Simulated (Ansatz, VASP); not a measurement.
**One calculation of Be, two programs**

File INCAR:

```
PREC = Accurate ; ENCUT = 520
EDIFF = 1E-6 ; ISMEAR = 0
SIGMA = 0.1 ; LREAL = False
LASPH = True ; NELM = 80
ALGO = Normal ; ISIF = 2
LWAVE = False ; LCHARG = False
GGA = PS ; NBANDS = 7
```

The input KPOINTS:

```
Automatic mesh
0
Gamma
  18 18 18
```

POSCAR

```
Be
1.0
   -1.6258053578      1.6258053578      1.6191036119
    1.6258053578     -1.6258053578      1.6191036119
    1.6258053578      1.6258053578     -1.6191036119
Be
1
Direct
    0.5000000000      0.5000000000      0.0000000000
```

Input for Ansatz:

```yaml
crystal:
  lattice:
    - [-1.6258053578, 1.6258053578, 1.6191036119]
    - [1.6258053578, -1.6258053578, 1.6191036119]
    - [1.6258053578, 1.6258053578, -1.6191036119]
  atoms:
    - { symbol: Be, position: [0.5, 0.5, 0.0] }
basis:
  ecutwfc: 420
kpoints:
  mp_grid: { grid: [18, 18, 18] }
hamiltonian:
  xc: pbesol
scf:
  occupations: { method: gaussian, width: 0.1 }
output:
  forces: true
  stress: true
  eigenvalues: true
```

Alike in both runs: task single point; functional PBEsol; k mesh 18 × 18 × 18; occupations gaussian, width 0.1 eV; no spin polarisation.

```csv
,VASP,Ansatz
version,VASP 6.6.1,Ansatz 0.2.0
potentials or method,"VASP PAW PBE potentials, release 64 (Be), cutoff 520 eV","scalar-relativistic, plane waves, PAW"
valence electrons in the cell,2,2
```

|  | VASP | Ansatz | Ansatz less VASP |
| --- | --- | --- | --- |
| gap on the k mesh at the Fermi level (eV) | none | none | - |
| pressure (GPa) | -24.3 | -24.3 | -0.03 |
| traceless stress, the component that is largest in VASP (GPa) | -0.21 | -0.21 | -0.002 |

VASP's potentials were made for PBE, not for PBEsol. A gap of «none» marks a metal or a gap that the smearing closes.
